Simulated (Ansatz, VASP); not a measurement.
## Two plane-wave programs on TiRh3

File INCAR:

```
SYSTEM = TiRh3
PREC = Accurate
ENCUT = 520
EDIFF = 1E-8
ISMEAR = -1
SIGMA = 0.03
LREAL = .FALSE.
LASPH = .TRUE.
NELM = 80
ALGO = Normal
ISIF = 2
LWAVE = .FALSE.
LCHARG = .FALSE.
LEFG = .TRUE.
NBANDS = 36
```

File KPOINTS:

```
regular mesh
0
G
  10 10 10
  0 0 0
```

POSCAR

```
TiRh3
1.0
    3.8473119959      0.0000000000      0.0000000000
    0.0000000000      3.8473119959      0.0000000000
    0.0000000000      0.0000000000      3.8473119959
Ti Rh
1 3
Direct
    0.0000000000      0.0000000000      0.0000000000
    0.0000000000      0.5000000000      0.5000000000
    0.5000000000      0.0000000000      0.5000000000
    0.5000000000      0.5000000000      0.0000000000
```

Input for Ansatz:

```yaml
crystal:
  lattice:
    - [3.8473119959, 0.0, 0.0]
    - [0.0, 3.8473119959, 0.0]
    - [0.0, 0.0, 3.8473119959]
  atoms:
    - { symbol: Ti, position: [0.0, 0.0, 0.0] }
    - { symbol: Rh, position: [0.0, 0.5, 0.5] }
    - { symbol: Rh, position: [0.5, 0.0, 0.5] }
    - { symbol: Rh, position: [0.5, 0.5, 0.0] }
kpoints:
  mp_grid: { grid: [10, 10, 10] }
scf:
  occupations: { method: fermi_dirac, width: 0.03 }
hamiltonian:
  xc: lda
  pseudopotentials: { kind: paw }
output:
  forces: true
  stress: true
  eigenvalues: true
  efg: { contact_densities: true }
```

Change from the starting cell: volume scaled by 1.02, PAW files.

Alike in both runs: task electric field gradients; functional LDA; k mesh 10 × 10 × 10; occupations fermi-dirac, width 0.03 eV; no spin polarisation.

|  | VASP | Ansatz |
| --- | --- | --- |
| version | VASP 6.6.1 | Ansatz 0.2.0 |
| potentials or method | VASP PAW LDA potentials, release 64 (Ti_sv, Rh_pv) | PAW with Ansatz's default frozen-core files, scalar-relativistic |
| plane-wave cutoff (eV) | 520 | 420 |
| valence electrons in the cell | 57 | 63 |

|  | VASP | Ansatz | Ansatz less VASP |
| --- | --- | --- | --- |
| pressure (GPa) | -13.9 | -14.6 | -0.67 |
| size of Vzz on the site where it differs most (V/Å²) | 30.6 | 26.0 | -4.61 |

LDA's correlation is that of Perdew and Zunger in VASP and of Perdew and Wang (1992) in Ansatz. VASP's potentials hold 57 valence electrons a cell and Ansatz's 63, so a difference there can come from the potentials and not from the codes.
